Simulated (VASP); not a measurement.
Wanted: the native input for a VASP 6.6.1 run.

- Task: single point
- Functional: LDA
- Potentials or basis: VASP PAW LDA potentials, release 64 (Sr_sv, Li_sv, H)
- Cutoff: 520 eV
- k mesh: 4 × 4 × 4
- Occupations: methfessel-paxton, width 0.05 eV
- Spin: no spin polarisation
- Dipole correction: no
- Further INCAR settings: ALGO = Normal; EDIFF = 1e-06; NBANDS = 16

The structure of SrLiH3 lies in POSCAR:

```
SrLiH3
1.0
    4.6307910000      0.0000000000      0.0000000000
    0.0000000000      4.6307910000      0.0000000000
    0.0000000000      0.0000000000      4.6307910000
Sr Li H
1 1 3
Direct
    0.5032800000      0.4943360000      0.5019290000
    0.0020250000      0.0053550000     -0.0121980000
    0.5008960000      0.5020190000     -0.0009430000
    0.5055660000      0.0070640000      0.4878350000
   -0.0114320000      0.5131620000      0.4921090000
```

The input as run:

INCAR

```
PREC     = Accurate       # precision mode
ENCUT    = 520            # plane-wave cutoff, eV
EDIFF    = 1E-6           # SCF threshold, eV
ISMEAR   = 1              # smearing method
SIGMA    = 0.05           # smearing width, eV
LREAL    = False          # projectors in reciprocal space
LASPH    = True           # aspherical terms in the spheres
NELM     = 60             # most SCF steps
ALGO     = Normal         # electronic algorithm
ISIF     = 2              # what is computed and relaxed
LWAVE    = False          # write WAVECAR
LCHARG   = False          # write CHGCAR
NBANDS   = 16             # bands
```

KPOINTS

```
Automatic mesh
0
Gamma
  4 4 4
```

Potentials or basis: VASP PAW LDA potentials, release 64 (Sr_sv, Li_sv, H).

The run is started by

```console
$ cat potpaw_LDA.64/Sr_sv/POTCAR potpaw_LDA.64/Li_sv/POTCAR potpaw_LDA.64/H/POTCAR > POTCAR
$ mpirun -np 1 vasp_std > vasp.out
```

It gave:

| Property | Result |
| --- | --- |
| Largest force | 0.541 eV/Å |
| Band gap on the k mesh | 1.62 eV, indirect (least direct gap 2.07 eV) |

It took 120 s on 1 thread of AMD EPYC 7R13 (shared host), peak memory 0.18 GiB.
